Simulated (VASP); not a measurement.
# ScPt (Pm-3m) in VASP: notebook

The runs below take ScPt through electric field gradients, with LDA.

Everything below comes from runs of VASP 6.6.1. Logs are shortened: lines on timing, memory, paths and dates and some standing lists are left out, and cuts for length are marked.

## Step 1: The cell of the first run

It takes space group Pm-3m (No. 221, cubic). The conventional cell has a = 3.259 Å, b = 3.259 Å, c = 3.259 Å, α = 90.00°, β = 90.00°, γ = 90.00°. Sc (site symmetry m-3m) has 8 Pt at 2.82 Å and 6 Sc at 3.26 Å within 3.7 Å. Within 3.7 Å of Pt (site symmetry m-3m) lie 8 Sc at 2.82 Å and 6 Pt at 3.26 Å.

## Step 2: Electric field gradients, LDA (17.31 Å³/atom)

The input, INCAR:

```
SYSTEM = ScPt
PREC = Accurate ; ENCUT = 520
EDIFF = 1E-8 ; ISMEAR = -1
SIGMA = 0.05 ; LREAL = .FALSE.
LASPH = .TRUE. ; NELM = 60
ALGO = Normal ; ISIF = 2
LWAVE = .FALSE. ; LCHARG = .FALSE.
GGA = CA ; LEFG = .TRUE.
NBANDS = 18
```

The input, KPOINTS:

```
regular mesh
0
G
  10 10 10
  0 0 0
```

The input, POSCAR:

```
ScPt
1.0
    3.2590634635      0.0000000000      0.0000000000
    0.0000000000      3.2590634635      0.0000000000
    0.0000000000      0.0000000000      3.2590634635
Sc Pt
1 1
Direct
    0.5000000000      0.5000000000      0.5000000000
    0.0000000000      0.0000000000      0.0000000000
```

Potentials or basis: VASP PAW LDA potentials, release 64 (Sc_sv, Pt).

Started as:

```sh
> cat potpaw_LDA.64/Sc_sv/POTCAR potpaw_LDA.64/Pt/POTCAR > POTCAR
> mpirun -np 1 vasp_std > vasp.out
```

OUTCAR:

```text
SYSTEM = ScPt
   PREC = Accurate
   ENCUT = 520
   EDIFF = 1E-8
   ISMEAR = -1
   LREAL = .FALSE.
   LASPH = .TRUE.
   NELM = 60
   ISIF = 2
   GGA = CA

 ion  position               nearest neighbor table
   1  0.500  0.500  0.500-   2 2.82   2 2.82   2 2.82   2 2.82   2 2.82   2 2.82   2 2.82   2 2.82

   2  0.000  0.000  0.000-   1 2.82   1 2.82   1 2.82   1 2.82   1 2.82   1 2.82   1 2.82   1 2.82

  LATTYP: Found a simple cubic cell.
 ALAT       =     3.2590634635

  Lattice vectors:

 A1 = (   3.2590634635,   0.0000000000,   0.0000000000)
 A2 = (   0.0000000000,   3.2590634635,   0.0000000000)
 A3 = (   0.0000000000,   0.0000000000,   3.2590634635)

Analysis of symmetry for initial positions (statically):
=====================================================================
 Subroutine PRICEL returns:
 Original cell was already a primitive cell.

 Routine SETGRP: Setting up the symmetry group for a
 simple cubic supercell.

 Subroutine GETGRP returns: Found 48 space group operations
 (whereof 48 operations were pure point group operations)
 out of a pool of 48 trial point group operations.

The static configuration has the point symmetry O_h .

Analysis of symmetry for dynamics (positions and initial velocities):
=====================================================================
 Subroutine PRICEL returns:
 Original cell was already a primitive cell.

 Routine SETGRP: Setting up the symmetry group for a
 simple cubic supercell.

 Subroutine GETGRP returns: Found 48 space group operations
 (whereof 48 operations were pure point group operations)
 out of a pool of 48 trial point group operations.

The dynamic configuration has the point symmetry O_h .

 Subroutine INISYM returns: Found 48 space group operations
 (whereof 48 operations are pure point group operations),
 and found     1 'primitive' translations

----------------------------------------------------------------------------------------

                                     Primitive cell

  volume of cell :      34.6161

  direct lattice vectors                    reciprocal lattice vectors
     3.259063463  0.000000000  0.000000000     0.306836615  0.000000000  0.000000000
     0.000000000  3.259063463  0.000000000     0.000000000  0.306836615  0.000000000
     0.000000000  0.000000000  3.259063463     0.000000000  0.000000000  0.306836615

  length of vectors
     3.259063463  3.259063463  3.259063463     0.306836615  0.306836615  0.306836615

  position of ions in fractional coordinates (direct lattice)
     0.500000000  0.500000000  0.500000000
     0.000000000  0.000000000  0.000000000

  ion indices of the primitive-cell ions
   primitive index   ion index
                 1           1
                 2           2

----------------------------------------------------------------------------------------

 KPOINTS: regular mesh

Automatic generation of k-mesh.
 Grid dimensions read from file:
 generate k-points for:   10   10   10

 Generating k-lattice:

  Cartesian coordinates                     Fractional coordinates (reciprocal lattice)
     0.030683661  0.000000000  0.000000000     0.100000000  0.000000000  0.000000000
     0.000000000  0.030683661  0.000000000     0.000000000  0.100000000  0.000000000
     0.000000000  0.000000000  0.030683661     0.000000000  0.000000000  0.100000000

  Length of vectors
     0.030683661  0.030683661  0.030683661

  Shift w.r.t. Gamma in fractional coordinates (k-lattice)
     0.000000000  0.000000000  0.000000000

 Subroutine IBZKPT returns following result:
 ===========================================

 Found     56 irreducible k-points:

 Following reciprocal coordinates:
            Coordinates               Weight
  0.000000  0.000000  0.000000      1.000000
  0.100000  0.000000  0.000000      6.000000
  0.200000  0.000000  0.000000      6.000000
  0.300000  0.000000  0.000000      6.000000
  0.400000  0.000000  0.000000      6.000000
  0.500000  0.000000  0.000000      3.000000
[... 16 lines left out ...]
  0.200000  0.100000  0.100000     24.000000
  0.300000  0.100000  0.100000     24.000000
 [... further k-points ...]
   k-points           NKPTS =     56   k-points in BZ     NKDIM =     56   number of bands    NBANDS=     18
   number of dos      NEDOS =    301   number of ions     NIONS =      2
   total plane-waves  NPLWV =  13824
   dimension x,y,z NGX =    24 NGY =   24 NGZ =   24
   dimension x,y,z NGXF=    48 NGYF=   48 NGZF=   48
   ions per type =               1   1
   NGX,Y,Z   is equivalent  to a cutoff of  12.24, 12.24, 12.24 a.u.
   NGXF,Y,Z  is equivalent  to a cutoff of  24.48, 24.48, 24.48 a.u.
 SYSTEM =  ScPt
   PREC   = accura    normal or accurate (medium, high low for compatibility)
   ISTART =      0    job   : 0-new  1-cont  2-samecut
   ICHARG =      2    charge: 1-file 2-atom 10-const
   ISPIN  =      1    spin polarized calculation?
   LNONCOLLINEAR =      F non collinear calculations
   LSORBIT =      F    spin-orbit coupling
   LASPH  =      T    aspherical Exc in radial PAW
   ENCUT  =  520.0 eV  38.22 Ry    6.18 a.u.   6.06  6.06  6.06*2*pi/ulx,y,z
   NELM   =     60;   NELMIN=  2; NELMDL= -5     # of ELM steps
   EDIFF  = 0.1E-07   stopping-criterion for ELM
   LREAL  =      F    real-space projection
   EDIFFG = 0.1E-06   stopping-criterion for IOM
   NSW    =      0    number of steps for IOM
   IBRION =     -1    ionic relax: 0-MD 1-quasi-New 2-CG
   NFREE  =      0    steps in history (QN), initial steepest desc. (CG)
   ISIF   =      2    stress and relaxation
   ISYM   =      2    0-nonsym 1-usesym 2-fastsym
   POTIM  = 0.5000    time-step for ionic-motion
   TEBEG  =    0.0;   TEEND  =   0.0 temperature during run
   PSTRESS=    0.0 pullay stress
   NELECT =      21.0000    total number of electrons
   NUPDOWN=      -1.0000    fix difference up-down
   EMIN   =  10.00;   EMAX   =-10.00  energy-range for DOS
   EFERMI =   0.00;   METHOD = LEGACY
   ISMEAR =    -1;   SIGMA  =   0.05  broadening in eV -4-tet -1-fermi 0-gaus
   EFERMI_NEDOS =   21; number of points for ismear=-14 and -15
   IALGO  =     38    algorithm
   IMIX   =      4    mixing-type and parameters
     AMIX     =   0.40;   BMIX     =  1.00
     AMIX_MAG =   1.60;   BMIX_MAG =  1.00
  volume/ion in A,a.u.               =      17.31       116.80
  Fermi-wavevector in a.u.,A,eV,Ry     =   1.385868  2.618910 26.131748  1.920629
  Thomas-Fermi vector in A             =   2.510237
   LORBIT       =      0    0 simple, 1 ext, 2 COOP (PROOUT), +10 PAW based schemes
   GGA     = CA    functional components
   LHFCALC =     F    Hartree Fock is set to
   AEXX    =    0.0000 exact exchange contribution
   IVDW    =     0    specifies the selected vdW correction
   LEPSILON=     F    determine dielectric tensor
   LRPA    =     F    only Hartree local field effects (RPA)
 non-spin polarized calculation
  energy-cutoff  :      520.00
  volume of cell :       34.62
 maximum number of plane-waves:       952
   NGX = 13   NGY = 13   NGZ = 13

 number of electron      20.9999994 magnetization

 Free energy of the ion-electron system (eV)
  ---------------------------------------------------
  ext. energy  EPLUGINS =         0.00000000
  ---------------------------------------------------
  free energy    TOTEN  =       -16.66215186 eV

  energy without entropy =      -16.64738225  energy(sigma->0) =      -16.65476705

 E-fermi :   7.9925     XC(G=0): -12.2914

 val. band max:        7.9723264979   @ k =   0.4000   0.0000   0.0000
 cond. band min:       8.0348835922   @ k =   0.5000   0.1000   0.0000
 fundamental gap:      0.0625570943
 Fermi energy:         7.9924841895

 k-point     1 :       0.0000    0.0000    0.0000
  band No.  band energies     occupation
      1     -41.2209      2.00000
      2     -20.0918      2.00000
      3     -20.0918      2.00000
      4     -20.0918      2.00000
      5      -0.1729      2.00000
      6       2.6647      2.00000
[... 10 lines left out ...]
     17      15.3249      0.00000
     18      15.3249      0.00000

 k-point     2 :       0.1000    0.0000    0.0000
  band No.  band energies     occupation
      1     -41.2185      2.00000
      2     -20.1171      2.00000
      3     -20.0906      2.00000
      4     -20.0906      2.00000
      5       0.0127      2.00000
      6       2.7313      2.00000
[... 10 lines left out ...]
     17      15.9264      0.00000
     18      15.9264      0.00000
[... 442 lines left out ...]
 k-point    24 :       0.3000    0.1000    0.1000
  band No.  band energies     occupation
      1     -41.2003      2.00000
      2     -20.2559      2.00000
      3     -20.1042      2.00000
      4     -20.1037      2.00000
      5       1.5751      2.00000
      6       3.3280      2.00000
[... 10 lines left out ...]
     17      17.6551      0.00000
     18      18.4371      0.00000

 [... further k-points ...]
[... 5 lines left out ...]
  --------------------------------------------------------------------------------------
  -------------------------------------------------------------------------------------
  Total       -0.7336337     -0.7336337     -0.7336337      0.0000000      0.0000000      0.0000000
  in kB      -33.9556003    -33.9556003    -33.9556003      0.0000000      0.0000000      0.0000000
  external PRESSURE =     -33.9556003 kB  Pullay stress =       0.0000000 kB

 VOLUME and BASIS-vectors are now :
 -----------------------------------------------------------------------------
  energy-cutoff  :      520.00
  volume of cell :       34.62
      direct lattice vectors                 reciprocal lattice vectors
     3.259063463  0.000000000  0.000000000     0.306836615  0.000000000  0.000000000
     0.000000000  3.259063463  0.000000000     0.000000000  0.306836615  0.000000000
     0.000000000  0.000000000  3.259063463     0.000000000  0.000000000  0.306836615

 POSITION                                       TOTAL-FORCE (eV/Angst)
 -----------------------------------------------------------------------------------
      1.62953      1.62953      1.62953         0.000000      0.000000      0.000000
      0.00000      0.00000      0.00000         0.000000      0.000000      0.000000
 -----------------------------------------------------------------------------------
    total drift:                                0.000000      0.000000     -0.000000

  FREE ENERGIE OF THE ION-ELECTRON SYSTEM (eV)
  ---------------------------------------------------
  free  energy   TOTEN  =       -16.6621518595 eV

  energy  without entropy=      -16.6473822465  energy(sigma->0) =      -16.65476705

 Electric field gradients (V/A^2)
---------------------------------------------------------------------
 ion       V_xx      V_yy      V_zz      V_xy      V_xz      V_yz
---------------------------------------------------------------------
   1      -0.000    -0.000    -0.000    -0.000     0.000    -0.000
   2       0.000     0.000     0.000    -0.000     0.000    -0.000
---------------------------------------------------------------------

 Electric field gradients after diagonalization (V/A^2)
 (convention: |V_zz| > |V_xx| > |V_yy|)
----------------------------------------------------------------------
 ion       V_xx      V_yy      V_zz     asymmetry (V_yy - V_xx)/ V_zz
----------------------------------------------------------------------
   1      -0.000    -0.000    -0.000      -0.169
   2       0.000     0.000     0.000      -0.317
----------------------------------------------------------------------

           NMR quadrupolar parameters

 Cq : quadrupolar parameter    Cq=e*Q*V_zz/h
 eta: asymmetry parameters     (V_yy - V_xx)/ V_zz
 Q  : nuclear electric quadrupole moment in mb (millibarn)
----------------------------------------------------------------------
 ion       Cq(MHz)       eta       Q (mb)
----------------------------------------------------------------------
   1      -0.000      -0.169       1.000
   2       0.000      -0.317       1.000
----------------------------------------------------------------------
```

Run time: 38 s. Hardware: 1 thread of AMD EPYC 7R13, shared host; peak memory 0.13 GiB.

Results:

```yaml
Free_energy: -16.6622 eV
Pressure: -3.4 GPa
Band_gap_on_the_k_mesh: zero (an odd number of electrons rules out a gap without spin polarisation)
Largest_electric_field_gradient_by_atom: zero within the noise of the run
```

Caveat: the cell stands under tension; spin-orbit coupling is left out, which moves the levels of the heavy elements.

## Step 3: Electric field gradients, LDA (17.31 Å³/atom)

The input, INCAR:

```
PREC = Accurate
ENCUT = 520
EDIFF = 1E-8
ISMEAR = -1
SIGMA = 0.05
LREAL = False
LASPH = True
NELM = 100
ALGO = Normal
ISIF = 2
LWAVE = False
LCHARG = False
LEFG = True
NBANDS = 18
```

The input, KPOINTS:

```
Automatic mesh
0
Gamma
  10 10 10
```

POSCAR is that of step 2.

Potentials or basis: VASP PAW LDA potentials, release 64 (Sc_sv, Pt).

Started as:

```sh
> cat potpaw_LDA.64/Sc_sv/POTCAR potpaw_LDA.64/Pt/POTCAR > POTCAR
> mpirun -np 1 vasp_std > vasp.out
```

OUTCAR:

```text
PREC = Accurate
   ENCUT = 520
   EDIFF = 1E-8
   ISMEAR = -1
   LREAL = False
   LASPH = True
   NELM = 100
   ISIF = 2

 ion  position               nearest neighbor table
   1  0.500  0.500  0.500-   2 2.82   2 2.82   2 2.82   2 2.82   2 2.82   2 2.82   2 2.82   2 2.82

   2  0.000  0.000  0.000-   1 2.82   1 2.82   1 2.82   1 2.82   1 2.82   1 2.82   1 2.82   1 2.82

  LATTYP: Found a simple cubic cell.
 ALAT       =     3.2590634635

  Lattice vectors:

 A1 = (   3.2590634635,   0.0000000000,   0.0000000000)
 A2 = (   0.0000000000,   3.2590634635,   0.0000000000)
 A3 = (   0.0000000000,   0.0000000000,   3.2590634635)

Analysis of symmetry for initial positions (statically):
=====================================================================
 Subroutine PRICEL returns:
 Original cell was already a primitive cell.

 Routine SETGRP: Setting up the symmetry group for a
 simple cubic supercell.

 Subroutine GETGRP returns: Found 48 space group operations
 (whereof 48 operations were pure point group operations)
 out of a pool of 48 trial point group operations.

The static configuration has the point symmetry O_h .

Analysis of symmetry for dynamics (positions and initial velocities):
=====================================================================
 Subroutine PRICEL returns:
 Original cell was already a primitive cell.

 Routine SETGRP: Setting up the symmetry group for a
 simple cubic supercell.

 Subroutine GETGRP returns: Found 48 space group operations
 (whereof 48 operations were pure point group operations)
 out of a pool of 48 trial point group operations.

The dynamic configuration has the point symmetry O_h .

 Subroutine INISYM returns: Found 48 space group operations
[... 148 lines left out ...]
 fundamental gap:      0.0625570943
 Fermi energy:         7.9924841895

 k-point     1 :       0.0000    0.0000    0.0000
  band No.  band energies     occupation
      1     -41.2209      2.00000
      2     -20.0918      2.00000
      3     -20.0918      2.00000
      4     -20.0918      2.00000
      5      -0.1729      2.00000
      6       2.6647      2.00000
[... 481 lines left out ...]
      5       1.5751      2.00000
      6       3.3280      2.00000
[... 10 lines left out ...]
     17      17.6551      0.00000
     18      18.4371      0.00000

 [... further k-points ...]
[... 5 lines left out ...]
  --------------------------------------------------------------------------------------
  -------------------------------------------------------------------------------------
  Total       -0.7336337     -0.7336337     -0.7336337      0.0000000      0.0000000      0.0000000
  in kB      -33.9556003    -33.9556003    -33.9556003      0.0000000      0.0000000      0.0000000
  external PRESSURE =     -33.9556003 kB  Pullay stress =       0.0000000 kB

 VOLUME and BASIS-vectors are now :
 -----------------------------------------------------------------------------
  energy-cutoff  :      520.00
  volume of cell :       34.62
      direct lattice vectors                 reciprocal lattice vectors
     3.259063463  0.000000000  0.000000000     0.306836615  0.000000000  0.000000000
     0.000000000  3.259063463  0.000000000     0.000000000  0.306836615  0.000000000
     0.000000000  0.000000000  3.259063463     0.000000000  0.000000000  0.306836615

 POSITION                                       TOTAL-FORCE (eV/Angst)
 -----------------------------------------------------------------------------------
      1.62953      1.62953      1.62953         0.000000      0.000000      0.000000
      0.00000      0.00000      0.00000         0.000000      0.000000      0.000000
 -----------------------------------------------------------------------------------
    total drift:                                0.000000      0.000000     -0.000000

  FREE ENERGIE OF THE ION-ELECTRON SYSTEM (eV)
  ---------------------------------------------------
  free  energy   TOTEN  =       -16.6621518595 eV

  energy  without entropy=      -16.6473822465  energy(sigma->0) =      -16.65476705

 Electric field gradients (V/A^2)
---------------------------------------------------------------------
 ion       V_xx      V_yy      V_zz      V_xy      V_xz      V_yz
---------------------------------------------------------------------
   1      -0.000    -0.000    -0.000    -0.000     0.000    -0.000
   2       0.000     0.000     0.000    -0.000     0.000    -0.000
---------------------------------------------------------------------

 Electric field gradients after diagonalization (V/A^2)
 (convention: |V_zz| > |V_xx| > |V_yy|)
----------------------------------------------------------------------
 ion       V_xx      V_yy      V_zz     asymmetry (V_yy - V_xx)/ V_zz
----------------------------------------------------------------------
   1      -0.000    -0.000    -0.000      -0.169
   2       0.000     0.000     0.000      -0.317
----------------------------------------------------------------------

           NMR quadrupolar parameters

 Cq : quadrupolar parameter    Cq=e*Q*V_zz/h
 eta: asymmetry parameters     (V_yy - V_xx)/ V_zz
 Q  : nuclear electric quadrupole moment in mb (millibarn)
----------------------------------------------------------------------
 ion       Cq(MHz)       eta       Q (mb)
----------------------------------------------------------------------
   1      -0.000      -0.169       1.000
   2       0.000      -0.317       1.000
----------------------------------------------------------------------
```

OSZICAR:

```text
N       E                     dE             d eps       ncg     rms          rms(c)
DAV:   1     0.193992918984E+03    0.19399E+03   -0.10389E+04  2120   0.124E+03
DAV:   2    -0.886049719564E+01   -0.20285E+03   -0.19547E+03  2090   0.370E+02
DAV:   3    -0.178655105920E+02   -0.90050E+01   -0.86276E+01  2698   0.906E+01
DAV:   4    -0.180601619042E+02   -0.19465E+00   -0.19393E+00  2962   0.131E+01
DAV:   5    -0.180627148542E+02   -0.25530E-02   -0.25529E-02  2668   0.114E+00    0.100E+01
DAV:   6    -0.168863932899E+02    0.11763E+01   -0.17349E+00  2792   0.193E+01    0.406E+00
DAV:   7    -0.166895249163E+02    0.19687E+00   -0.69820E-01  2830   0.675E+00    0.112E+00
DAV:   8    -0.166684321709E+02    0.21093E-01   -0.76463E-02  3066   0.268E+00    0.583E-01
DAV:   9    -0.166632983700E+02    0.51338E-02   -0.23560E-02  2546   0.241E+00    0.290E-01
DAV:  10    -0.166623022853E+02    0.99608E-03   -0.67148E-03  2684   0.116E+00    0.758E-02
DAV:  11    -0.166621523009E+02    0.14998E-03   -0.50219E-04  2990   0.307E-01    0.936E-03
DAV:  12    -0.166621520718E+02    0.22911E-06   -0.11634E-05  3102   0.348E-02    0.398E-03
DAV:  13    -0.166621518837E+02    0.18806E-06   -0.84737E-07  3046   0.122E-02    0.198E-03
DAV:  14    -0.166621518593E+02    0.24385E-07   -0.11043E-07  2672   0.223E-03    0.123E-04
DAV:  15    -0.166621518595E+02   -0.17576E-09   -0.10182E-09  1186   0.430E-04
   1 F= -.16662152E+02 E0= -.16654767E+02  d E =-.147696E-01
```

Run time: 41 s. Hardware: 1 thread of AMD EPYC 7R13, shared host; peak memory 0.13 GiB.

Results:

| Item | Value |
| --- | --- |
| Free energy | -16.6622 eV |
| Pressure | -3.4 GPa |
| Band gap on the k mesh | zero (an odd number of electrons rules out a gap without spin polarisation) |
| Largest electric field gradient by atom | zero within the noise of the run |

Caveat: the cell stands under tension; spin-orbit coupling is left out, which moves the levels of the heavy elements.

(Part 1 of 3 ends here.)
